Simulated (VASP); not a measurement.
# ZnS (R3m) in VASP: notebook

ZnS is run at these levels: r2SCAN; tasks: single point.

Everything below comes from runs of VASP 6.6.1. Logs are shortened: lines on timing, memory, paths and dates and some standing lists are left out, and cuts for length are marked.

### Step 1. The cell of the first run

The structure is trigonal, space group R3m (No. 160). The conventional cell has a = 3.825 Å, b = 3.825 Å, c = 9.369 Å, α = 90.00°, β = 90.00°, γ = 120.00°. Zn (site symmetry 3m) has 4 S at 2.23 to 2.84 Å within 2.9 Å. S (site symmetry 3m) has 4 Zn at 2.23 to 2.84 Å within 2.9 Å.

### Step 2. Single point, r2SCAN

Contents of POSCAR:

```
ZnS
1.0
    0.0000000000      2.7046500000      2.7046500000
    2.7046500000      0.0000000000      2.7046500000
    2.7046500000      2.7046500000      0.0000000000
Zn S
1 1
Direct
    0.0533664494      0.0533664494      0.0533664494
    0.7500000000      0.7500000000      0.7500000000
```

Contents of INCAR.step1:

```
SYSTEM = ZnS
  PREC = Accurate
  ENCUT = 520
  ISMEAR = 0
  SIGMA = 0.05
  LREAL = .FALSE.
  LASPH = .TRUE.
  NELM = 100
  NBANDS = 16
  GGA = PE
  ALGO = Normal
  EDIFF = 1E-4
  LWAVE = .TRUE.
  LCHARG = .FALSE.
```

Contents of INCAR.step2:

```
SYSTEM = ZnS
  PREC = Accurate
  ENCUT = 520
  EDIFF = 1E-6
  ISMEAR = 0
  SIGMA = 0.05
  LREAL = .FALSE.
  LASPH = .TRUE.
  NELM = 100
  ALGO = Normal
  ISIF = 2
  LWAVE = .FALSE.
  LCHARG = .TRUE.
  METAGGA = R2SCAN
  LMIXTAU = .TRUE.
  LELF = .TRUE.
  LVHAR = .TRUE.
  NBANDS = 16
  ISTART = 1
```

Contents of KPOINTS:

```
regular mesh
0
G
  8 8 8
  0 0 0
```

Potentials or basis: VASP PAW PBE potentials, release 64 (Zn, S).

Started as:

```console
cat potpaw_PBE.64/Zn/POTCAR potpaw_PBE.64/S/POTCAR > POTCAR
cp INCAR.step1 INCAR
mpirun -np 1 vasp_std > vasp.out
cp INCAR.step2 INCAR
mpirun -np 1 vasp_std > vasp.out
```

OUTCAR:

```text
SYSTEM = ZnS
   PREC = Accurate
   ENCUT = 520
   EDIFF = 1E-6
   ISMEAR = 0
   LREAL = .FALSE.
   LASPH = .TRUE.
   NELM = 100
   ISIF = 2
   METAGGA = R2SCAN
   ISTART = 1

 ion  position               nearest neighbor table
   1  0.053  0.053  0.053-   2 2.23   2 2.23   2 2.23   2 2.84
   2  0.750  0.750  0.750-   1 2.23   1 2.23   1 2.23   1 2.84

  LATTYP: Found a face centered cubic cell.
 ALAT       =     5.4093000000

  Lattice vectors:

 A1 = (   0.0000000000,   2.7046500000,   2.7046500000)
 A2 = (   2.7046500000,   0.0000000000,   2.7046500000)
 A3 = (   2.7046500000,   2.7046500000,   0.0000000000)

Analysis of symmetry for initial positions (statically):
=====================================================================
 Subroutine PRICEL returns:
 Original cell was already a primitive cell.

 Routine SETGRP: Setting up the symmetry group for a
 face centered cubic supercell.

 Subroutine GETGRP returns: Found  6 space group operations
 (whereof  6 operations were pure point group operations)
 out of a pool of 48 trial point group operations.

The static configuration has the point symmetry C_3v.

Analysis of symmetry for dynamics (positions and initial velocities):
=====================================================================
 Subroutine PRICEL returns:
 Original cell was already a primitive cell.

 Routine SETGRP: Setting up the symmetry group for a
 face centered cubic supercell.

 Subroutine GETGRP returns: Found  6 space group operations
 (whereof  6 operations were pure point group operations)
 out of a pool of 48 trial point group operations.

The dynamic configuration has the point symmetry C_3v.

 Subroutine INISYM returns: Found  6 space group operations
 (whereof  6 operations are pure point group operations),
 and found     1 'primitive' translations

----------------------------------------------------------------------------------------

                                     Primitive cell

  volume of cell :      39.5697

  direct lattice vectors                    reciprocal lattice vectors
     0.000000000  2.704650000  2.704650000    -0.184866803  0.184866803  0.184866803
     2.704650000  0.000000000  2.704650000     0.184866803 -0.184866803  0.184866803
     2.704650000  2.704650000  0.000000000     0.184866803  0.184866803 -0.184866803

  length of vectors
     3.824952711  3.824952711  3.824952711     0.320198696  0.320198696  0.320198696

  position of ions in fractional coordinates (direct lattice)
     0.053366449  0.053366449  0.053366449
     0.750000000  0.750000000  0.750000000

  ion indices of the primitive-cell ions
   primitive index   ion index
                 1           1
                 2           2

----------------------------------------------------------------------------------------

 KPOINTS: regular mesh

Automatic generation of k-mesh.
 Grid dimensions read from file:
 generate k-points for:    8    8    8

 Generating k-lattice:

  Cartesian coordinates                     Fractional coordinates (reciprocal lattice)
    -0.023108350  0.023108350  0.023108350     0.125000000  0.000000000  0.000000000
     0.023108350 -0.023108350  0.023108350     0.000000000  0.125000000  0.000000000
     0.023108350  0.023108350 -0.023108350     0.000000000  0.000000000  0.125000000

  Length of vectors
     0.040024837  0.040024837  0.040024837

  Shift w.r.t. Gamma in fractional coordinates (k-lattice)
     0.000000000  0.000000000  0.000000000

 Subroutine IBZKPT returns following result:
 ===========================================

 Found     65 irreducible k-points:

 Following reciprocal coordinates:
            Coordinates               Weight
  0.000000  0.000000  0.000000      1.000000
  0.125000  0.000000  0.000000      6.000000
  0.125000  0.125000  0.125000      2.000000
  0.250000  0.000000  0.000000      6.000000
  0.250000  0.250000  0.250000      2.000000
  0.375000  0.000000  0.000000      6.000000
[... 16 lines left out ...]
 -0.250000  0.125000  0.000000     12.000000
  0.125000  0.125000  0.375000      6.000000
 [... further k-points ...]
   k-points           NKPTS =     65   k-points in BZ     NKDIM =     65   number of bands    NBANDS=     16
   number of dos      NEDOS =    301   number of ions     NIONS =      2
   total plane-waves  NPLWV =  21952
   dimension x,y,z NGX =    28 NGY =   28 NGZ =   28
   dimension x,y,z NGXF=    56 NGYF=   56 NGZF=   56
   ions per type =               1   1
   NGX,Y,Z   is equivalent  to a cutoff of  12.17, 12.17, 12.17 a.u.
   NGXF,Y,Z  is equivalent  to a cutoff of  24.34, 24.34, 24.34 a.u.
 SYSTEM =  ZnS
   PREC   = accura    normal or accurate (medium, high low for compatibility)
   ISTART =      1    job   : 0-new  1-cont  2-samecut
   ICHARG =      0    charge: 1-file 2-atom 10-const
   ISPIN  =      1    spin polarized calculation?
   LNONCOLLINEAR =      F non collinear calculations
   LSORBIT =      F    spin-orbit coupling
   LASPH  =      T    aspherical Exc in radial PAW
   ENCUT  =  520.0 eV  38.22 Ry    6.18 a.u.   7.11  7.11  7.11*2*pi/ulx,y,z
   NELM   =    100;   NELMIN=  2; NELMDL=  0     # of ELM steps
   EDIFF  = 0.1E-05   stopping-criterion for ELM
   LREAL  =      F    real-space projection
   EDIFFG = 0.1E-04   stopping-criterion for IOM
   NSW    =      0    number of steps for IOM
   IBRION =     -1    ionic relax: 0-MD 1-quasi-New 2-CG
   NFREE  =      0    steps in history (QN), initial steepest desc. (CG)
   ISIF   =      2    stress and relaxation
   ISYM   =      2    0-nonsym 1-usesym 2-fastsym
   POTIM  = 0.5000    time-step for ionic-motion
   TEBEG  =    0.0;   TEEND  =   0.0 temperature during run
   PSTRESS=    0.0 pullay stress
   NELECT =      18.0000    total number of electrons
   NUPDOWN=      -1.0000    fix difference up-down
   EMIN   =  10.00;   EMAX   =-10.00  energy-range for DOS
   EFERMI =   0.00;   METHOD = LEGACY
   ISMEAR =     0;   SIGMA  =   0.05  broadening in eV -4-tet -1-fermi 0-gaus
   EFERMI_NEDOS =   21; number of points for ismear=-14 and -15
   IALGO  =     38    algorithm
   IMIX   =      4    mixing-type and parameters
     AMIX     =   0.40;   BMIX     =  1.00
     AMIX_MAG =   1.60;   BMIX_MAG =  1.00
  volume/ion in A,a.u.               =      19.78       133.51
  Fermi-wavevector in a.u.,A,eV,Ry     =   1.259055  2.379268 21.568210  1.585219
  Thomas-Fermi vector in A             =   2.392634
   LORBIT       =      0    0 simple, 1 ext, 2 COOP (PROOUT), +10 PAW based schemes
   METAGGA = R2SCAN    functional components
   LHFCALC =     F    Hartree Fock is set to
   AEXX    =    0.0000 exact exchange contribution
   IVDW    =     0    specifies the selected vdW correction
   LEPSILON=     F    determine dielectric tensor
   LRPA    =     F    only Hartree local field effects (RPA)
 non-spin polarized calculation
 Gauss-broadening in eV      SIGMA  =   0.05
  energy-cutoff  :      520.00
  volume of cell :       39.57
 maximum number of plane-waves:      1090
   NGX = 15   NGY = 15   NGZ = 15

 number of electron      17.9999998 magnetization

 Free energy of the ion-electron system (eV)
  ---------------------------------------------------
  ext. energy  EPLUGINS =         0.00000000
  ---------------------------------------------------
  free energy    TOTEN  =       -18.54251230 eV

  energy without entropy =      -18.54251230  energy(sigma->0) =      -18.54251230

 E-fermi :   2.0461     XC(G=0): -10.2560

 val. band max:        1.7672836915   @ k =   0.0000   0.0000   0.0000
 cond. band min:       4.5114800684   @ k =   0.0000   0.0000   0.0000
 fundamental gap:      2.7441963769
 Fermi energy:         2.0461254734

 k-point     1 :       0.0000    0.0000    0.0000
  band No.  band energies     occupation
      1     -11.9563      2.00000
      2      -5.0865      2.00000
      3      -5.0864      2.00000
      4      -4.5064      2.00000
      5      -4.3790      2.00000
      6      -4.3790      2.00000
[... 8 lines left out ...]
     15      13.9547      0.00000
     16      13.9547      0.00000

 k-point     2 :       0.1250    0.0000    0.0000
  band No.  band energies     occupation
      1     -11.8319      2.00000
      2      -5.0911      2.00000
      3      -5.0381      2.00000
      4      -4.5025      2.00000
      5      -4.3850      2.00000
      6      -4.3798      2.00000
[... 8 lines left out ...]
     15      13.3034      0.00000
     16      14.6514      0.00000

 k-point     3 :       0.1250    0.1250    0.1250
  band No.  band energies     occupation
      1     -11.8550      2.00000
      2      -5.0854      2.00000
      3      -5.0854      2.00000
      4      -4.4938      2.00000
      5      -4.3741      2.00000
      6      -4.3741      2.00000
[... 8 lines left out ...]
     15      13.6382      0.00000
     16      14.8481      0.00000

 k-point     4 :       0.2500    0.0000    0.0000
  band No.  band energies     occupation
      1     -11.5055      2.00000
      2      -5.0715      2.00000
      3      -4.9155      2.00000
      4      -4.5130      2.00000
      5      -4.3978      2.00000
      6      -4.3558      2.00000
[... 8 lines left out ...]
     15      13.2449      0.00000
     16      14.3266      0.00000
[... 324 lines left out ...]
 k-point    22 :      -0.3750    0.5000   -0.3750
  band No.  band energies     occupation
      1     -11.1584      2.00000
      2      -5.0892      2.00000
      3      -5.0362      2.00000
      4      -4.3976      2.00000
      5      -4.3483      2.00000
      6      -4.1358      2.00000
[... 8 lines left out ...]
     15      15.0888      0.00000
     16      16.7402      0.00000

 k-point    23 :      -0.2500    0.1250    0.0000
  band No.  band energies     occupation
      1     -11.2850      2.00000
      2      -5.0180      2.00000
      3      -4.8133      2.00000
      4      -4.5118      2.00000
      5      -4.3949      2.00000
      6      -4.3643      2.00000
[... 8 lines left out ...]
     15      14.4486      0.00000
     16      15.3807      0.00000

 k-point    24 :       0.1250    0.1250    0.3750
  band No.  band energies     occupation
      1     -11.3323      2.00000
      2      -5.0702      2.00000
      3      -4.9085      2.00000
      4      -4.5208      2.00000
      5      -4.4023      2.00000
      6      -4.2805      2.00000
[... 8 lines left out ...]
     15      14.9662      0.00000
     16      15.8418      0.00000

 [... further k-points ...]

------------------------ aborting loop because EDIFF is reached ----------------------------------------

  FORCE on cell =-STRESS in cart. coord.  units (eV):
  Direction    XX          YY          ZZ          XY          YZ          ZX
  --------------------------------------------------------------------------------------
  -------------------------------------------------------------------------------------
  Total        0.7331493      0.7331493      0.7331493     -0.4915874     -0.4915874     -0.4915874
  in kB       29.6851889     29.6851889     29.6851889    -19.9043548    -19.9043548    -19.9043548
  external PRESSURE =      29.6851889 kB  Pullay stress =       0.0000000 kB

 VOLUME and BASIS-vectors are now :
 -----------------------------------------------------------------------------
  energy-cutoff  :      520.00
  volume of cell :       39.57
      direct lattice vectors                 reciprocal lattice vectors
     0.000000000  2.704650000  2.704650000    -0.184866803  0.184866803  0.184866803
     2.704650000  0.000000000  2.704650000     0.184866803 -0.184866803  0.184866803
     2.704650000  2.704650000  0.000000000     0.184866803  0.184866803 -0.184866803

 POSITION                                       TOTAL-FORCE (eV/Angst)
 -----------------------------------------------------------------------------------
      0.28868      0.28868      0.28868        -0.431973     -0.431973     -0.431973
      4.05697      4.05697      4.05697         0.431973      0.431973      0.431973
 -----------------------------------------------------------------------------------
    total drift:                                0.006693      0.006693      0.006693

  FREE ENERGIE OF THE ION-ELECTRON SYSTEM (eV)
  ---------------------------------------------------
  free  energy   TOTEN  =       -18.5425122965 eV

  energy  without entropy=      -18.5425122965  energy(sigma->0) =      -18.54251230
```

Run time: 2.3 min. Hardware: 1 thread of Intel Xeon Platinum 8259CL at 2.50GHz (Skylake/Cascade Lake), shared host; peak memory 0.19 GiB.

Results:

- Free energy: -18.5425 eV
- Pressure: 3.0 GPa
- Largest force: 0.748 eV/Å
- Band gap on the k mesh: 2.74 eV, direct

Forces in eV/Å, atoms in the order of the input:
```
Zn  -0.432 -0.432 -0.432
S    0.432  0.432  0.432
```

Stress tensor (GPa, compression positive):
```
 2.97 -1.99 -1.99
-1.99  2.97 -1.99
-1.99 -1.99  2.97
```

Caveat: the cell differs from its parent crystal (all Zn atoms moved -0.500 Å, as atom 1 towards its neighbour atom 2 (S) at 2.342 Å); the PAW data sets were made with another functional, which shifts forces and pressure a little.

### Step 3. Single point, r2SCAN

POSCAR, as its differences from that of step 2:

```diff
@@ -8,3 +8,3 @@
 Direct
-    0.0533664494      0.0533664494      0.0533664494
+   -0.0400248370     -0.0400248370     -0.0400248370
     0.7500000000      0.7500000000      0.7500000000
```

Contents of INCAR.step1:

```
SYSTEM = ZnS
PREC = Accurate
ENCUT = 520
ISMEAR = 0
SIGMA = 0.05
LREAL = .FALSE.
LASPH = .TRUE.
NELM = 60
NBANDS = 16
GGA = PE
ALGO = Normal
EDIFF = 1E-4
LWAVE = .TRUE.
LCHARG = .FALSE.
```

Contents of INCAR.step2:

```
SYSTEM = ZnS
PREC = Accurate
ENCUT = 520
EDIFF = 1E-6
ISMEAR = 0
SIGMA = 0.05
LREAL = .FALSE.
LASPH = .TRUE.
NELM = 60
ALGO = Normal
ISIF = 2
LWAVE = .FALSE.
LCHARG = .FALSE.
METAGGA = R2SCAN
LMIXTAU = .TRUE.
NBANDS = 16
ISTART = 1
```

Contents of KPOINTS:

```
Automatic mesh
0
G
  8 8 8
  0 0 0
```

Potentials or basis: VASP PAW PBE potentials, release 64 (Zn, S).

Started as:

```console
cat potpaw_PBE.64/Zn/POTCAR potpaw_PBE.64/S/POTCAR > POTCAR
cp INCAR.step1 INCAR
mpirun -np 1 vasp_std > vasp.out
cp INCAR.step2 INCAR
mpirun -np 1 vasp_std > vasp.out
```

It took 2.3 min on 1 thread of Intel Xeon Platinum 8259CL at 2.50GHz (Skylake/Cascade Lake), shared host; peak memory 0.18 GiB.

The run converged. Its results:

```yaml
Free_energy: -18.1256 eV
Pressure: 7.3 GPa
Largest_force: 5.206 eV/Å
Band_gap_on_the_k_mesh: 2.53 eV, direct
```

Forces in eV/Å, atoms in the order of the input:
```
Zn   3.006  3.006  3.006
S   -3.006 -3.006 -3.006
```

Stress tensor (GPa, compression positive):
```
 7.29 11.43 11.43
11.43  7.29 11.43
11.43 11.43  7.29
```

Levels at points of the mesh, in eV from the valence-band top:
| k point | band 7 | band 8 | band 9 | band 10 | band 11 | band 12 |
| --- | --- | --- | --- | --- | --- | --- |
| (0.00, 0.00, 0.00) | -0.76 | 0.00 | 0.00 | 2.53 | 6.62 | 6.62 |
| (0.50, 0.00, 0.00) | -5.13 | -1.48 | -0.42 | 3.40 | 6.10 | 8.17 |
| (0.50, 0.50, 0.50) | -5.91 | -1.26 | -1.26 | 4.27 | 7.69 | 7.69 |
| (0.50, 0.50, 0.00) | -4.74 | -2.43 | -2.22 | 3.14 | 4.50 | 11.24 |

Caveat: the cell differs from its parent crystal (all Zn atoms moved +0.375 Å, as atom 1 towards its neighbour atom 2 (S) at 2.342 Å); the PAW data sets were made with another functional, which shifts forces and pressure a little.
